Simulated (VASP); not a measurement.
Wanted: the native input for a VASP 6.6.1 run.

```yaml
Task: single point
Functional: PBE
Potentials_or_basis: VASP PAW PBE potentials, release 64 (Cr_pv)
Cutoff: 520 eV
k_mesh: 20 × 20 × 10
Occupations: gaussian, width 0.05 eV
Spin: collinear spin, antiferromagnetic start
Starting_moments: "[0.98, -0.98] μB"
Dipole_correction: no
Further_INCAR_settings: ALGO = Normal; EDIFF = 1e-06; NBANDS = 23
```

The structure of Cr lies in POSCAR:

```
Cr
1.0
    0.0000000000      2.8719732653      0.0000000000
    2.8719732653      0.0000000000      0.0000000000
    2.8719732653      2.8719732653     -2.8719732653
Cr
2
Direct
    0.0000000000      0.0000000000      0.0000000000
    0.0000000000      0.0000000000      0.5000000000
```

One way to write it, as run:

INCAR

```
SYSTEM = Cr
  ALGO = Normal
  EDIFF = 1E-6
  ENCUT = 520
  GGA = PE
  ISIF = 2
  ISMEAR = 0
  ISPIN = 2
  LASPH = .True.
  LCHARG = .True.
  LELF = .True.
  LMAXMIX = 4
  LORBIT = 11
  LREAL = .False.
  LVHAR = .True.
  LWAVE = .False.
  MAGMOM = 0.98 -0.98
  NBANDS = 23
  NELM = 150
  PREC = Accurate
  SIGMA = 0.05
```

KPOINTS

```
k-points
0
Gamma
  20 20 10
  0 0 0
```

Potentials or basis: VASP PAW PBE potentials, release 64 (Cr_pv).

Launch:

```sh
$ cat potpaw_PBE.64/Cr_pv/POTCAR > POTCAR
$ mpirun -np 1 vasp_std > vasp.out
```

Results of the run:

The pressure is -1.1 GPa. The band gap on the k mesh is zero (filled and empty bands overlap) and the net moment is 0.00 μB per cell. The site moments are Cr +1.17, -1.17 μB. The valence electrons inside the program's atomic spheres are Cr 11.01.

Run time: 77 s on 1 thread of Intel(R) Xeon(R) 6975P-C (Granite Rapids), on a shared host, peak memory 0.25 GiB.
